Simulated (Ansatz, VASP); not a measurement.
# Co in VASP and in Ansatz

```
Co
1.0
     0.00000    2.51973    2.51973
     2.51973    0.00000    2.51973
     2.51973    2.51973    0.00000
Co
2
Cartesian
  2.5197 2.5197 2.5197
  3.7796 3.7796 3.7796
```

Alike in both runs: functional r2SCAN; k mesh 6 × 6 × 6; occupations gaussian, width 0.1 eV; collinear spin.

Ansatz relaxed the structure, and its values are those at the end. VASP's run is a single point on that final structure, the one shown.

|  | VASP | Ansatz |
| --- | --- | --- |
| version | VASP 6.6.1 | Ansatz 0.2.0 |
| potentials or method | VASP PAW PBE potentials, release 64 (Co), cutoff 520 eV | scalar-relativistic, plane waves, PAW |
| valence electrons in the cell | 18 | 34 |

Ansatz gave:

- gap on the k mesh at the Fermi level (eV): none
- pressure (GPa): -0.3
- net moment per atom (μB): 1.82
- size of the moment on the site where the two differ most (μB): 1.91

Q: Estimate VASP's values.

A: gap on the k mesh at the Fermi level (eV): none; pressure (GPa): -0.7; net moment per atom (μB): 1.82; size of the moment on the site where the two differ most (μB): 1.83.

VASP's potentials were made for PBE, not for r2SCAN. Site moments also hang on the region over which each program counts them. A gap of «none» marks a metal or a gap that the smearing closes. VASP's potentials hold 18 valence electrons a cell and Ansatz's 34, so a difference there can come from the potentials and not from the codes.
